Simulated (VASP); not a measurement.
# RuWO4 in VASP: notebook

RuWO4 is run at these levels: PBE; tasks: single point.

Program: VASP 6.6.1. These are calculated values, not measurements. Logs are shortened: lines on timing, memory, paths and dates and some standing lists are left out, and cuts for length are marked.

## (1) The cell of the first run

It takes space group Cm (No. 8, monoclinic). The conventional cell has a = 8.895 Å, b = 6.850 Å, c = 7.363 Å, α = 90.00°, β = 116.54°, γ = 90.00°. O (site symmetry m) has 1 W at 1.91 Å and 2 Ru at 1.98 to 2.06 Å within 2.5 Å. O (site symmetry m) has 1 W at 1.91 Å and 2 Ru at 2.07 to 2.09 Å within 2.5 Å. Within 2.9 Å of O (site symmetry m) lie 2 W at 1.96 to 2.00 Å and 1 Ru at 2.08 Å and 10 O at 2.70 to 2.89 Å. Within 2.6 Å of O (site symmetry m) lie 2 W at 1.95 to 1.96 Å and 1 Ru at 2.05 Å. O (site symmetry m) has 3 Ru at 1.97 to 1.98 Å within 2.6 Å. O (site symmetry m) has 2 W at 2.04 to 2.07 Å and 1 Ru at 2.08 Å and 11 O at 2.72 to 3.05 Å within 3.1 Å. O (site symmetry 1) has 2 W at 1.97 to 2.06 Å and 1 Ru at 2.12 Å and 11 O at 2.61 to 3.04 Å within 3.1 Å. O (site symmetry 1) has 1 W at 1.89 Å and 2 Ru at 1.97 to 2.08 Å within 2.5 Å.

## (2) Single point, PBE

INCAR

```
SYSTEM = RuWO4
PREC = Accurate
ENCUT = 520
EDIFF = 1E-6
ISMEAR = 0
SIGMA = 0.1
LREAL = Auto
LASPH = .TRUE.
NELM = 100
ALGO = Normal
ISIF = 2
LWAVE = .FALSE.
LCHARG = .FALSE.
GGA = PE
ISYM = 0
NBANDS = 93
```

KPOINTS

```
Automatic mesh
0
Gamma
  3 3 2
  0 0 0.5
```

POSCAR

```
RuWO4
1.0
    0.0269813143     -4.8167774283      2.8823524804
   -4.8167731436      0.0269705946      2.8823359886
   -4.7907117330     -4.7906945785     -2.8837347333
O Ru W
12 3 3
Direct
    0.2326015903      0.2306960802      0.4883788485
    0.5612017782      0.5592828224      0.1507296924
    0.9133229754      0.9114056313      0.7843806952
    0.0842764275      0.0823845535      0.1906594950
    0.4276986028      0.4257811995      0.8786550075
    0.7763720538      0.7744712490      0.5171837323
    0.6390064732      0.0180627818      0.1602035162
    0.9456489536      0.3678178563      0.8426150846
    0.3006357310      0.7217868495      0.4961629824
    0.0199836289      0.6370855549      0.1602132655
    0.3697328628      0.9437340939      0.8426158353
    0.7236954542      0.2987284427      0.4961671085
    0.3333500607      0.3314373440      0.6802508591
    0.3194193190      0.3175059880      0.1780512441
    0.6643163207      0.6623972819      0.8333365151
    0.6604838442      0.6585689047      0.3332132399
    1.0129933901      0.0110764568      0.9741135334
    1.0208470815      0.0189398294      0.4803573931
```

Potentials or basis: VASP PAW PBE potentials, release 64 (O, Ru_pv, W_sv).

The run is started by

```console
$ cat potpaw_PBE.64/O/POTCAR potpaw_PBE.64/Ru_pv/POTCAR potpaw_PBE.64/W_sv/POTCAR > POTCAR
$ mpirun -np 1 vasp_std > vasp.out
```

OUTCAR:

```text
SYSTEM = RuWO4
   PREC = Accurate
   ENCUT = 520
   EDIFF = 1E-6
   ISMEAR = 0
   LREAL = Auto
   LASPH = .TRUE.
   NELM = 100
   ISIF = 2
   GGA = PE
   ISYM = 0

 ion  position               nearest neighbor table
   1  0.233  0.231  0.488-  18 1.91  13 1.98  14 2.06
   2  0.561  0.559  0.151-  16 1.91  14 2.07  15 2.09
   3  0.913  0.911  0.784-  17 1.96  18 2.00  15 2.08
   4  0.084  0.082  0.191-  18 1.95  17 1.96  14 2.05
   5  0.428  0.426  0.879-  14 1.97  15 1.98  13 1.98
   6  0.776  0.774  0.517-  16 2.04  18 2.07  15 2.08
   7  0.639  0.018  0.160-  16 1.97  17 2.06  14 2.12
   8  0.946  0.368  0.843-  17 1.89  15 1.97  13 2.08
   9  0.301  0.722  0.496-  16 1.97  18 1.98  13 2.13
  10  0.020  0.637  0.160-  16 1.97  17 2.06  14 2.12
  11  0.370  0.944  0.843-  17 1.89  15 1.97  13 2.08
  12  0.724  0.299  0.496-  16 1.97  18 1.98  13 2.13
  13  0.333  0.331  0.680-   1 1.98   5 1.98   8 2.08  11 2.08  12 2.13   9 2.13  17 2.70  16 2.89

  14  0.319  0.318  0.178-   5 1.97   4 2.05   1 2.06   2 2.07  10 2.12   7 2.12  18 2.59  15 2.98

  15  0.664  0.662  0.833-   8 1.97  11 1.97   5 1.98   3 2.08   6 2.08   2 2.09  14 2.98  18 3.07

  16  0.660  0.659  0.333-   2 1.91  12 1.97   9 1.97   7 1.97  10 1.97   6 2.04  13 2.89  17 3.07

  17  0.013  0.011  0.974-  11 1.89   8 1.89   3 1.96   4 1.96   7 2.06  10 2.06  13 2.70  16 3.07

  18  0.021  0.019  0.480-   1 1.91   4 1.95  12 1.98   9 1.98   3 2.00   6 2.07  14 2.59  15 3.07

IMPORTANT INFORMATION: All symmetrisations will be switched off!
NOSYMM: (Re-)initialisation of all symmetry stuff for point group C_1.

----------------------------------------------------------------------------------------

                                     Primitive cell

  volume of cell :     200.6738

  direct lattice vectors                    reciprocal lattice vectors
     0.026981314 -4.816777428  2.882352480     0.068422556 -0.138028656  0.115634905
    -4.816773144  0.026970595  2.882335989    -0.138028865  0.068423042  0.115635672
    -4.790711733 -4.790694579 -2.883734733    -0.069572155 -0.069572641 -0.115613472

  length of vectors
     5.613379428  5.613367232  7.363260111     0.192626549  0.192627332  0.151812754

  position of ions in fractional coordinates (direct lattice)
     0.232601590  0.230696080  0.488378848
     0.561201778  0.559282822  0.150729692
     0.913322975  0.911405631  0.784380695
     0.084276428  0.082384553  0.190659495
     0.427698603  0.425781200  0.878655008
     0.776372054  0.774471249  0.517183732
[... 10 lines left out ...]
     0.012993390  0.011076457  0.974113533
     0.020847082  0.018939829  0.480357393

  ion indices of the primitive-cell ions
   primitive index   ion index
                 1           1
                 2           2
                 3           3
                 4           4
                 5           5
                 6           6
[... 10 lines left out ...]
                17          17
                18          18

----------------------------------------------------------------------------------------

 KPOINTS: Automatic mesh

Automatic generation of k-mesh.
 Grid dimensions read from file:
 generate k-points for:    3    3    2

 Generating k-lattice:

  Cartesian coordinates                     Fractional coordinates (reciprocal lattice)
     0.022807519 -0.046009552  0.038544968     0.333333333  0.000000000  0.000000000
    -0.046009622  0.022807681  0.038545224     0.000000000  0.333333333 -0.000000000
    -0.034786078 -0.034786321 -0.057806736     0.000000000  0.000000000  0.500000000

  Length of vectors
     0.064208850  0.064209111  0.075906377

  Shift w.r.t. Gamma in fractional coordinates (k-lattice)
     0.000000000  0.000000000  0.500000000

 Subroutine IBZKPT returns following result:
 ===========================================

 Found      9 irreducible k-points:

 Following reciprocal coordinates:
            Coordinates               Weight
  0.000000  0.000000  0.250000      2.000000
  0.333333 -0.000000  0.250000      2.000000
  0.000000 -0.333333 -0.250000      2.000000
 -0.333333  0.000000  0.250000      2.000000
 -0.000000  0.333333 -0.250000      2.000000
  0.333333  0.333333  0.250000      2.000000
 -0.333333  0.333333  0.250000      2.000000
 -0.333333  0.333333 -0.250000      2.000000
 -0.333333 -0.333333  0.250000      2.000000
   k-points           NKPTS =      9   k-points in BZ     NKDIM =      9   number of bands    NBANDS=     93
   number of dos      NEDOS =    301   number of ions     NIONS =     18
   total plane-waves  NPLWV =  98784
   dimension x,y,z NGX =    42 NGY =   42 NGZ =   56
   dimension x,y,z NGXF=    84 NGYF=   84 NGZF=  112
   ions per type =              12   3   3
   NGX,Y,Z   is equivalent  to a cutoff of  12.44, 12.44, 12.64 a.u.
   NGXF,Y,Z  is equivalent  to a cutoff of  24.88, 24.88, 25.29 a.u.
 SYSTEM =  RuWO4
   PREC   = accura    normal or accurate (medium, high low for compatibility)
   ISTART =      0    job   : 0-new  1-cont  2-samecut
   ICHARG =      2    charge: 1-file 2-atom 10-const
   ISPIN  =      1    spin polarized calculation?
   LNONCOLLINEAR =      F non collinear calculations
   LSORBIT =      F    spin-orbit coupling
   LASPH  =      T    aspherical Exc in radial PAW
   ENCUT  =  520.0 eV  38.22 Ry    6.18 a.u.  10.44 10.44 13.69*2*pi/ulx,y,z
   NELM   =    100;   NELMIN=  2; NELMDL= -5     # of ELM steps
   EDIFF  = 0.1E-05   stopping-criterion for ELM
   LREAL  =      T    real-space projection
   EDIFFG = 0.1E-04   stopping-criterion for IOM
   NSW    =      0    number of steps for IOM
   IBRION =     -1    ionic relax: 0-MD 1-quasi-New 2-CG
   NFREE  =      0    steps in history (QN), initial steepest desc. (CG)
   ISIF   =      2    stress and relaxation
   ISYM   =      0    0-nonsym 1-usesym 2-fastsym
   POTIM  = 0.5000    time-step for ionic-motion
   TEBEG  =    0.0;   TEEND  =   0.0 temperature during run
   PSTRESS=    0.0 pullay stress
   NELECT =     156.0000    total number of electrons
   NUPDOWN=      -1.0000    fix difference up-down
   EMIN   =  10.00;   EMAX   =-10.00  energy-range for DOS
   EFERMI =   0.00;   METHOD = LEGACY
   ISMEAR =     0;   SIGMA  =   0.10  broadening in eV -4-tet -1-fermi 0-gaus
   EFERMI_NEDOS =   21; number of points for ismear=-14 and -15
   IALGO  =     38    algorithm
   IMIX   =      4    mixing-type and parameters
     AMIX     =   0.40;   BMIX     =  1.00
     AMIX_MAG =   1.60;   BMIX_MAG =  1.00
  volume/ion in A,a.u.               =      11.15        75.23
  Fermi-wavevector in a.u.,A,eV,Ry     =   1.505288  2.844581 30.829312  2.265891
  Thomas-Fermi vector in A             =   2.616156
   LORBIT       =      0    0 simple, 1 ext, 2 COOP (PROOUT), +10 PAW based schemes
   GGA     = PE    functional components
   LHFCALC =     F    Hartree Fock is set to
   AEXX    =    0.0000 exact exchange contribution
   IVDW    =     0    specifies the selected vdW correction
   LEPSILON=     F    determine dielectric tensor
   LRPA    =     F    only Hartree local field effects (RPA)
 non-spin polarized calculation
 Gauss-broadening in eV      SIGMA  =   0.10
  energy-cutoff  :      520.00
  volume of cell :      200.67
 maximum number of plane-waves:      5422
 NGX is ok and might be reduce to    42
   NGX = 21   NGY = 21   NGZ = 27

 number of electron     155.9999990 magnetization

 Free energy of the ion-electron system (eV)
  ---------------------------------------------------
  ext. energy  EPLUGINS =         0.00000000
  ---------------------------------------------------
  free energy    TOTEN  =      -153.92165966 eV

  energy without entropy =     -153.87913798  energy(sigma->0) =     -153.90039882

 E-fermi :   7.2480     XC(G=0): -11.7393

 val. band max:        7.2400636992   @ k =  -0.3333   0.3333  -0.2500
 cond. band min:       7.2707942081   @ k =  -0.3333  -0.3333   0.2500
 fundamental gap:      0.0307305090
 Fermi energy:         7.2479669892

 k-point     1 :       0.0000    0.0000    0.2500
  band No.  band energies     occupation
      1     -69.1344      2.00000
      2     -69.1265      2.00000
      3     -69.0107      2.00000
      4     -36.5614      2.00000
      5     -36.5494      2.00000
      6     -36.4960      2.00000
[... 82 lines left out ...]
     89       9.3309      0.00000
     90       9.7489      0.00000

 k-point     2 :       0.3333   -0.0000    0.2500
  band No.  band energies     occupation
      1     -69.1344      2.00000
      2     -69.1265      2.00000
      3     -69.0107      2.00000
      4     -36.5614      2.00000
      5     -36.5487      2.00000
      6     -36.4956      2.00000
[... 640 lines left out ...]
     89       9.2054      0.00000
     90       9.4702      0.00000

 k-point     9 :      -0.3333   -0.3333    0.2500
  band No.  band energies     occupation
      1     -69.1344      2.00000
      2     -69.1265      2.00000
      3     -69.0107      2.00000
      4     -36.5613      2.00000
      5     -36.5486      2.00000
      6     -36.4961      2.00000
[... 82 lines left out ...]
     89       9.3540      0.00000
     90       9.7089      0.00000
 [bands above 90 left out]

------------------------ aborting loop because EDIFF is reached ----------------------------------------

  FORCE on cell =-STRESS in cart. coord.  units (eV):
  Direction    XX          YY          ZZ          XY          YZ          ZX
  --------------------------------------------------------------------------------------
  -------------------------------------------------------------------------------------
  Total        1.6999374      1.7019946      1.9340402      0.0116507      0.0074069      0.0104140
  in kB       13.5722795     13.5887049     15.4413538      0.0930192      0.0591369      0.0831456
  external PRESSURE =      14.2007794 kB  Pullay stress =       0.0000000 kB

 VOLUME and BASIS-vectors are now :
 -----------------------------------------------------------------------------
  energy-cutoff  :      520.00
  volume of cell :      200.67
      direct lattice vectors                 reciprocal lattice vectors
     0.026981314 -4.816777428  2.882352480     0.068422556 -0.138028656  0.115634905
    -4.816773144  0.026970595  2.882335989    -0.138028865  0.068423042  0.115635672
    -4.790711733 -4.790694579 -2.883734733    -0.069572155 -0.069572641 -0.115613472

 POSITION                                       TOTAL-FORCE (eV/Angst)
 -----------------------------------------------------------------------------------
     -3.44462     -3.45384     -0.07297        -0.104703     -0.105171      0.092362
     -3.40090     -3.41020      2.79496         0.107587      0.107005      0.017508
     -8.12313     -8.13242      2.99755         0.032306      0.034772     -0.067069
     -1.30795     -1.31711     -0.06944         0.004185      0.002341      0.047828
     -6.24873     -6.25801     -0.07379         0.019361      0.015013     -0.010753
     -6.18718     -6.19639      2.97864        -0.010957     -0.010547     -0.025511
[... 10 lines left out ...]
     -4.71970     -4.72897     -2.73971         0.010076      0.009541     -0.187953
     -2.39192     -2.40115     -1.27054         0.039138      0.036317     -0.134212
 -----------------------------------------------------------------------------------
    total drift:                               -0.009357      0.009716     -0.004870

  FREE ENERGIE OF THE ION-ELECTRON SYSTEM (eV)
  ---------------------------------------------------
  free  energy   TOTEN  =      -153.9216596604 eV

  energy  without entropy=     -153.8791379836  energy(sigma->0) =     -153.90039882
```

Wall time 3.2 min (1 thread of Intel Xeon 6975P-C (Granite Rapids), shared host); peak memory 0.35 GiB.

Results:

```
Free energy            : -153.9217 eV
Pressure               : 1.4 GPa
Largest force          : 0.202 eV/Å
Band gap on the k mesh : zero (bands 78 and 79 overlap by 0.28 eV)
```

Forces in eV/Å, atoms in the order of the input:
```
O   -0.105 -0.105  0.092
O    0.108  0.107  0.018
O    0.032  0.035 -0.067
O    0.004  0.002  0.048
O    0.019  0.015 -0.011
O   -0.011 -0.011 -0.026
O   -0.080  0.085  0.033
O   -0.115  0.112  0.122
O    0.007 -0.017 -0.085
O    0.080 -0.075  0.034
O    0.113 -0.114  0.122
O   -0.018  0.008 -0.084
Ru  -0.007 -0.008  0.057
Ru  -0.017 -0.018  0.060
Ru  -0.011 -0.010  0.032
W   -0.049 -0.050 -0.024
W    0.010  0.010 -0.188
W    0.039  0.036 -0.134
```

Levels at points of the mesh, in eV from the Fermi level:
| k point | band 76 | band 77 | band 78 | band 79 | band 80 | band 81 |
| --- | --- | --- | --- | --- | --- | --- |
| (0.00, 0.00, 0.25) | -0.67 | -0.64 | -0.32 | -0.29 | 0.17 | 0.22 |

Caveat: the k points lie up to 0.48 Å⁻¹ apart; spin-orbit coupling is left out, which moves the levels of the heavy elements.

[end of part 1 of 2]

The gap in the log of VASP goes by the Fermi energy; the results here count the filled bands.